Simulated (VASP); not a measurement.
A run of VASP 6.6.1:

Contents of INCAR:

```
PREC = Accurate ; ENCUT = 520
EDIFF = 1E-6 ; ISMEAR = 0
SIGMA = 0.03 ; LREAL = False
LASPH = True ; NELM = 80
ALGO = Normal ; ISIF = 2
LWAVE = False ; LCHARG = False
GGA = PS ; IVDW = 12
NBANDS = 28
```

File KPOINTS:

```
regular mesh
0
Gamma
  8 8 6
```

Contents of POSCAR:

```
SnSe
1.0
    4.3610103623      0.0000000000      0.0000000000
    0.0000000000      4.3610103623      0.0000000000
    0.0000000000      0.0000000000      5.3454000000
Sn Se
2 2
Direct
    0.5000000000      0.0000000000      0.2500241371
    0.0000000000      0.5000000000      0.7499758629
    0.5000000000      0.0000000000      0.7499817524
    0.0000000000      0.5000000000      0.2500182476
```

Potentials or basis: VASP PAW PBE potentials, release 64 (Sn_d, Se).

The run is started by

```bash
$ cat potpaw_PBE.64/Sn_d/POTCAR potpaw_PBE.64/Se/POTCAR > POTCAR
$ mpirun -np 1 vasp_std > vasp.out
```

Hardware: 1 thread of Intel(R) Xeon(R) Platinum 8488C (Sapphire Rapids), on a shared host.

Question: How long does it take, and how much memory?

Answer: Run time: 86 s on 1 thread of Intel(R) Xeon(R) Platinum 8488C (Sapphire Rapids), with other jobs on the host, peak memory 0.28 GiB. Counts: scf iterations 12, k points 60.
